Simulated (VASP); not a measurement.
Crystal: Al5As.

```
Al As
1.0
     5.42558    0.00000    0.00000
    -2.71279    4.69869    0.00000
     0.00000    0.00000    7.45941
Al As
5 1
Cartesian
  0.0000 0.0000 1.3038
  0.0000 0.0000 6.1557
  2.7128 0.0000 3.7297
  -1.3564 2.3493 3.7297
  1.3564 2.3493 3.7297
  0.0000 0.0000 3.7297
```

- Program: VASP 6.6.1
- Task: relaxation of cell and atoms
- Functional: PBE
- Potentials or basis: VASP PAW PBE potentials, release 64 (Al, As)
- Cutoff: 600 eV
- k mesh: 6 × 6 × 4
- Occupations: gaussian, width 0.1 eV
- Spin: no spin polarisation

At the start: pressure 1.4 GPa; volume 31.69 Å³/atom.

**Question.** Where does the relaxation end?

**Answer.** Over 6 steps the energy falls by 21.1 meV/atom and the volume is 32.95 Å³/atom (+4.0 %); space group P6/mmm (No. 191, to 0.05 Å).

Step by step:
| step | energy change (eV) | largest force (eV/Å) | pressure (GPa) | volume (Å³) |
| --- | --- | --- | --- | --- |
| 1 | 0.0000 | 0.0662 | 1.44 | 190.16 |
| 2 | -0.1197 | 0.2420 | -0.09 | 197.96 |
| 3 | -0.1199 | 0.2350 | -0.02 | 197.57 |
| 4 | -0.1199 | 0.2379 | -0.05 | 197.72 |
| 5 | -0.1242 | 0.1425 | 0.02 | 197.71 |
| 6 | -0.1266 | 0.0148 | 0.12 | 197.71 |

Final structure:
```xyz
6
Lattice="5.4083 0.0000 0.0000 -2.7042 4.6838 0.0000 0.0000 0.0000 7.8048" Properties=species:S:1:pos:R:3 pbc="T T T"
Al    0.0000    0.0000    1.3953
Al    2.7042    4.6838    6.4094
Al    2.7042    0.0000    3.9024
Al   -1.3521    2.3419    3.9024
Al    1.3521    2.3419    3.9024
As    0.0000    0.0000    3.9024
```
